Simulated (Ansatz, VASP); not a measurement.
## SnC2 in VASP and in Ansatz

```
CELL_PARAMETERS angstrom
4.33665 0.00000 0.00000
0.00000 5.41727 0.00000
0.00000 0.00000 3.48917
ATOMIC_POSITIONS crystal
Sn 0.50000 0.50000 0.50000
Sn 0.00000 0.00000 0.00000
C 0.37872 0.92618 0.50000
C 0.87872 0.57382 0.00000
C 0.62128 0.07382 0.50000
C 0.12128 0.42618 0.00000
```

Alike in both runs: functional PBE; k mesh 4 × 4 × 6; occupations gaussian, width 0.1 eV; no spin polarisation.

Ansatz relaxed the structure, and its values are those at the end. VASP's run is a single point on that final structure, the one shown.

|  | VASP | Ansatz |
| --- | --- | --- |
| version | VASP 6.6.1 | Ansatz 0.2.0 |
| potentials or method | VASP PAW PBE potentials, release 64 (Sn_d, C_h), cutoff 910 eV | scalar-relativistic, plane waves, PAW |
| valence electrons in the cell | 44 | 44 |

```csv
,VASP,Ansatz,Ansatz less VASP
gap on the k mesh at the Fermi level (eV),none,none,-
rms of the force components (eV/Å),0.011,0.004,-0.0072
```

A gap of «none» marks a metal or a gap that the smearing closes.

The k mesh is coarse, so the values compare programs but aren't converged. Noted on VASP's run: the cutoff is short for stress, so the pressure is rough.
